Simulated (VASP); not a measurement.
## Al: single point with PBEsol

The system is Al.

```
Al
1.0
     0.00000    2.74152    2.74152
     2.74152    0.00000    2.74152
     2.74152    2.74152    0.00000
Al
2
Cartesian
  -0.4386 -0.9321 -0.9321
  0.4386 0.9321 0.9321
```

This cell differs from its parent crystal: shortest bond scaled by 0.64.

```json
{
  "Program": "VASP 6.6.1",
  "Task": "single point",
  "Functional": "PBEsol",
  "Potentials or basis": "VASP PAW PBE potentials, release 64 (Al)",
  "Cutoff": "520 eV",
  "k mesh": "10 × 10 × 10",
  "Occupations": "fermi-dirac, width 0.05 eV",
  "Spin": "no spin polarisation"
}
```

The pressure is 59.7 GPa and the largest force is 33.293 eV/Å. The band gap on the k mesh is zero (band 3 reaches 7.27 eV, above the bottom of band 4 at 3.21 eV).

Forces in eV/Å, atoms in the order of the input:
```
Al  -19.222  19.222  19.222
Al   19.222 -19.222 -19.222
```

Stress tensor (GPa, compression positive):
```
 59.68 -64.87 -64.87
-64.87  59.68  64.87
-64.87  64.87  59.68
```

Levels at points of the mesh, in eV from the Fermi level:
```tsv
k point	band 1	band 2	band 3	band 4	band 5	band 6	band 7	band 8
(0.00, 0.00, 0.00)	-9.32	1.98	2.31	2.31	4.28	4.28	6.38	6.86
(0.50, 0.00, 0.00)	-6.08	-5.48	1.03	1.03	4.82	5.14	5.14	8.64
(0.00, 0.50, 0.00)	-6.86	-4.49	1.36	1.77	3.13	3.38	6.10	7.05
(0.50, 0.50, 0.00)	-5.55	-4.21	-0.68	0.06	0.57	2.34	9.57	12.11
```

It took 40 s on 1 thread of Intel(R) Xeon(R) 6975P-C (Granite Rapids), with other jobs on the host, peak memory 0.18 GiB.

Caveat: the cell differs from its parent crystal (shortest bond scaled by 0.64); the PAW data sets were made with another functional, which shifts forces and pressure a little.
